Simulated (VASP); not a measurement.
# La3Hf: single point with PBE+D4

The system is La3Hf.

```xyz
4
Lattice="5.0451 0.0000 0.0000 0.0000 5.0451 0.0000 0.0000 0.0000 5.0451" Properties=species:S:1:pos:R:3 pbc="T T T"
La    0.0000    2.5226    2.5226
La    2.5226    0.0000    2.5226
La    2.5226    2.5226    0.0000
Hf    0.0000    0.0000    0.0000
```

```yaml
Program: VASP 6.6.1
Task: single point
Functional: PBE
Dispersion: D4
Potentials_or_basis: VASP PAW PBE potentials, release 64 (La, Hf_pv)
Cutoff: 520 eV
k_mesh: 3 × 3 × 3
Occupations: fermi-dirac, width 0.05 eV
Spin: no spin polarisation
```

The pressure is -2.1 GPa. The dispersion energy per atom is -0.278 eV.

Levels at points of the mesh, in eV from the Fermi level:
| k point | band 19 | band 20 | band 21 | band 22 | band 23 | band 24 | band 25 | band 26 |
| --- | --- | --- | --- | --- | --- | --- | --- | --- |
| (0.00, 0.00, 0.00) | -2.14 | -1.67 | -1.67 | -1.67 | 1.35 | 1.35 | 1.35 | 1.65 |

Wall time 45 s on 1 thread of Intel(R) Xeon(R) Platinum 8375C CPU @ 2.90GHz (Ice Lake), with other jobs on the host, peak memory 0.24 GiB.

Caveat: the k points lie up to 0.42 Å⁻¹ apart; spin-orbit coupling is left out, which moves the levels of the heavy elements; pairwise dispersion overbinds metals, which lowers pressure and volume.
